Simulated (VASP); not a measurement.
Write the native input for VASP 6.6.1 that does the following.

- Task: single point
- Functional: r2SCAN
- Potentials or basis: VASP PAW PBE potentials, release 64 (Al, N)
- Cutoff: 520 eV
- k mesh: 12 × 12 × 6
- Occupations: gaussian, width 0.01 eV
- Spin: no spin polarisation
- Dipole correction: no
- Further INCAR settings: ALGO = Normal; EDIFF = 1e-06; NBANDS = 16

Crystal: AlN.

```
Al N
1.0
     3.10669    0.00000    0.00000
    -1.55335    2.69048    0.00000
     0.00000    0.00000    4.97859
Al N
2 2
Direct
  0.33333 0.66667 0.99920
  0.66667 0.33333 0.49920
  0.33333 0.66667 0.38080
  0.66667 0.33333 0.88080
```

One way to write it, as run:

POSCAR

```
AlN
1.0
    3.1066945036      0.0000000000      0.0000000000
   -1.5533472518      2.6904763619      0.0000000000
    0.0000000000      0.0000000000      4.9785885494
Al N
2 2
Direct
    0.3333333333      0.6666666667     -0.0007956041
    0.6666666667      0.3333333333      0.4992043959
    0.3333333333      0.6666666667      0.3807956041
    0.6666666667      0.3333333333      0.8807956041
```

INCAR.step1

```
ALGO = Normal ; EDIFF = 1E-4
ENCUT = 520 ; GGA = PE
ISMEAR = 0 ; LASPH = T
LCHARG = F ; LREAL = F
LWAVE = T ; NBANDS = 16
NELM = 100 ; PREC = Accurate
SIGMA = 0.01
```

INCAR.step2

```
ALGO = Normal ; EDIFF = 1E-6
ENCUT = 520 ; ISIF = 2
ISMEAR = 0 ; ISTART = 1
LASPH = T ; LCHARG = F
LMIXTAU = T ; LREAL = F
LWAVE = F ; METAGGA = R2SCAN
NBANDS = 16 ; NELM = 100
PREC = Accurate ; SIGMA = 0.01
```

KPOINTS

```
k-points
0
Gamma
  12 12 6
```

Potentials or basis: VASP PAW PBE potentials, release 64 (Al, N).

Launch:

```console
$ cat potpaw_PBE.64/Al/POTCAR potpaw_PBE.64/N/POTCAR > POTCAR
$ cp INCAR.step1 INCAR
$ mpirun -np 1 vasp_std > vasp.out
$ cp INCAR.step2 INCAR
$ mpirun -np 1 vasp_std > vasp.out
```

It gave:

```json
{
  "Pressure": "-0.4 GPa",
  "Largest force": "0.003 eV/Å",
  "Band gap on the k mesh": "4.92 eV, direct"
}
```

Caveat: the PAW data sets were made with another functional, which shifts forces and pressure a little.

Wall time 2.7 min on 1 thread of Intel(R) Xeon(R) Platinum 8259CL CPU @ 2.50GHz (Skylake/Cascade Lake), on a shared host, peak memory 0.18 GiB.
